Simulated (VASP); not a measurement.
A run of VASP 6.6.1 is set up as follows.

INCAR

```
SYSTEM = Ge
  PREC = Accurate
  ENCUT = 600
  EDIFF = 1E-6
  ISMEAR = 0
  SIGMA = 0.1
  LREAL = .FALSE.
  LASPH = .TRUE.
  NELM = 100
  ALGO = Normal
  ISIF = 3
  LWAVE = .FALSE.
  LCHARG = .FALSE.
  GGA = PE
  IBRION = 2
  NSW = 90
  EDIFFG = -0.04
```

File KPOINTS:

```
regular mesh
0
G
  3 3 3
  0 0 0
```

POSCAR

```
Ge
1.0
    3.9928576000      2.3052774100      3.1706968800
   -3.9928576000      2.3052774100      3.1706968800
    0.0000000000     -4.6105548200      3.1706968800
Ge
9
Direct
    0.7512614100      0.8200319800      0.3882386700
    0.3882386700      0.7512614100      0.8200319800
    0.8200319800      0.3882386700      0.7512614100
    0.6117613300      0.1799680200      0.2487385900
    0.1799680200      0.2487385900      0.6117613300
    0.2487385900      0.6117613300      0.1799680200
    0.1460539600      0.8539460400      0.5000000000
    0.5000000000      0.1460539600      0.8539460400
    0.8539460400      0.5000000000      0.1460539600
```

Potentials or basis: VASP PAW PBE potentials, release 64 (Ge_d).

The run is started by

```sh
$ cat potpaw_PBE.64/Ge_d/POTCAR > POTCAR
$ mpirun -np 1 vasp_std > vasp.out
```

Predict the space group after relaxing (to 0.1 Å).

R32 (No. 155).

Estimate the relaxed cell.

a = 5.977 Å, b = 5.977 Å, c = 5.977 Å, α = 84.36°, β = 84.36°, γ = 84.36°.

Estimate the relaxed volume.

23.41 Å³/atom.

Estimate the band gap on the k mesh.

zero (bands 63 and 64 overlap by 0.74 eV).

Final structure:
```
Ge
1.0
     4.01366    2.31729    3.77496
    -4.01366    2.31729    3.77496
     0.00000   -4.63457    3.77496
Ge
9
Cartesian
  -0.2225 1.5490 7.4708
  -1.2302 -0.9672 7.4708
  1.4528 -0.5818 7.4708
  1.4528 0.5818 3.8541
  -0.2225 -1.5490 3.8541
  -1.2302 0.9672 3.8541
  -2.7848 0.0000 5.6624
  1.3924 -2.4117 5.6624
  1.3924 2.4117 5.6624
```

Caveat: the k points lie up to 0.35 Å⁻¹ apart in the final cell, too coarse for converged energies and pressures of a metal; the volume moved by over 15 % at a fixed basis, so the end points are rough; semilocal functionals underestimate gaps, and a narrow one can read as zero.
